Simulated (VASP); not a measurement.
A run of VASP 6.6.1 is set up as follows.

The input INCAR:

```
SYSTEM = CdTe
PREC = Accurate
ENCUT = 500
EDIFF = 1E-6
ISMEAR = 0
SIGMA = 0.02
LREAL = .False.
LASPH = .True.
NELM = 120
ALGO = Normal
ISIF = 2
LWAVE = .False.
LCHARG = .False.
GGA = PS
NBANDS = 16
GGA_COMPAT = .False.
```

KPOINTS

```
Automatic mesh
0
Gamma
  8 8 8
  0 0 0
```

The input POSCAR:

```
CdTe
1.0
    0.0000000000      3.1796000000      3.1796000000
    3.1796000000      0.0000000000      3.1796000000
    3.1796000000      3.1796000000      0.0000000000
Cd Te
1 1
Direct
    0.0000000000      0.0000000000      0.0000000000
    0.2500000000      0.2500000000      0.2500000000
```

Potentials or basis: VASP PAW PBE potentials, release 64 (Cd, Te).

Launch:

```console
$ cat potpaw_PBE.64/Cd/POTCAR potpaw_PBE.64/Te/POTCAR > POTCAR
$ mpirun -np 1 vasp_std > vasp.out
```

Question: What does it give for the pressure?

Answer: 3.1 GPa.

Question: Predict the band gap on the k mesh.

Answer: 0.83 eV.

Caveat: the cell stands under pressure; the PAW data sets were made with another functional, which shifts forces and pressure a little; spin-orbit coupling is left out, which moves the levels of the heavy elements.
